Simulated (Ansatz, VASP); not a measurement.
## Pt3F2: VASP beside Ansatz

```
Pt F
1.0
     3.53928    2.04341    1.82276
    -3.53928    2.04341    1.82276
     0.00000   -4.08681    1.82276
Pt F
3 2
Direct
  0.00000 0.50000 0.00000
  0.50000 0.00000 0.00000
  0.00000 0.00000 0.50000
  0.72435 0.72435 0.72435
  0.27565 0.27565 0.27565
```

Change from the starting cell: ordered vacancies on the cation sites of cuprite (R-3m, No. 166).

Alike in both runs: functional PBE; k mesh 12 × 12 × 12; occupations gaussian, width 0.1 eV; no spin polarisation.

Ansatz relaxed the structure, and its values are those at the end. VASP's run is a single point on that final structure, the one shown.

|  | VASP | Ansatz |
| --- | --- | --- |
| version | VASP 6.6.1 | Ansatz 0.2.0 |
| potentials or method | VASP PAW PBE potentials, release 64 (Pt, F), cutoff 520 eV | scalar-relativistic, plane waves, PAW |
| valence electrons in the cell | 44 | 68 |

VASP gave:

- gap on the k mesh at the Fermi level (eV): none
- pressure (GPa): -0.1
- rms of the force components (eV/Å): 0.005

**Question.** Which values does Ansatz return?

**Answer.** gap on the k mesh at the Fermi level (eV): none; pressure (GPa): 0.0; rms of the force components (eV/Å): 0.000.

A gap of «none» marks a metal or a gap that the smearing closes. With one functional, cell and mesh, what is left measures potentials, basis and numerics. VASP's potentials hold 44 valence electrons a cell and Ansatz's 68, so a difference there can come from the potentials and not from the codes.

Spin-orbit coupling is off throughout.
